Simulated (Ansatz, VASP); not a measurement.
**SiC: VASP beside Ansatz**

INCAR

```
  ALGO = Normal
  EDIFF = 1E-6
  ENCUT = 600
  GGA = PS
  GGA_COMPAT = F
  ISIF = 2
  ISMEAR = 0
  LASPH = T
  LCHARG = T
  LELF = T
  LREAL = F
  LVHAR = T
  LWAVE = F
  NBANDS = 11
  NELM = 120
  PREC = Accurate
  SIGMA = 0.05
```

Contents of KPOINTS:

```
k-points
0
Gamma
  10 10 10
```

The input POSCAR:

```
SiC
1.0
    0.0000000000      2.2147737593      2.2147737593
    2.2147737593      0.0000000000      2.2147737593
    2.2147737593      2.2147737593      0.0000000000
Si C
1 1
Direct
    0.0000000000      0.0000000000      0.0000000000
    0.7500000000      0.7500000000      0.7500000000
```

Input for Ansatz:

```yaml
crystal:
  lattice:
    - [0.0, 2.2147737593, 2.2147737593]
    - [2.2147737593, 0.0, 2.2147737593]
    - [2.2147737593, 2.2147737593, 0.0]
  atoms:
    - { symbol: Si, position: [0.0, 0.0, 0.0] }
    - { symbol: C, position: [0.75, 0.75, 0.75] }
basis:
  ecutwfc: 520.0
kpoints:
  mp_grid: { grid: [10, 10, 10] }
hamiltonian:
  xc: pbesol
  pseudopotentials: { kind: paw, azcp: { folder: soft_1 } }
scf:
  occupations: { method: gaussian, width: 0.05 }
output:
  forces: true
  stress: true
  eigenvalues: true
```

Change from the starting cell: mode 6 frozen in at +0.000 Å, equal normal strain along x, y and z +0.0167.

Alike in both runs: task single point; functional PBEsol; k mesh 10 × 10 × 10; occupations gaussian, width 0.05 eV; no spin polarisation.

|  | VASP | Ansatz |
| --- | --- | --- |
| version | VASP 6.6.1 | Ansatz 0.2.0 |
| potentials or method | VASP PAW PBE potentials, release 64 (Si, C), cutoff 600 eV | scalar-relativistic, plane waves, PAW |
| valence electrons in the cell | 8 | 8 |

```tsv
	VASP	Ansatz	Ansatz less VASP
gap on the k mesh at the Fermi level (eV)	1.28	1.29	+0.009
least direct gap on the mesh (eV)	4.39	4.40	+0.012
pressure (GPa)	-9.8	-10.0	-0.21
```

VASP's potentials were made for PBE, not for PBEsol, and Ansatz warns of the same on its side.
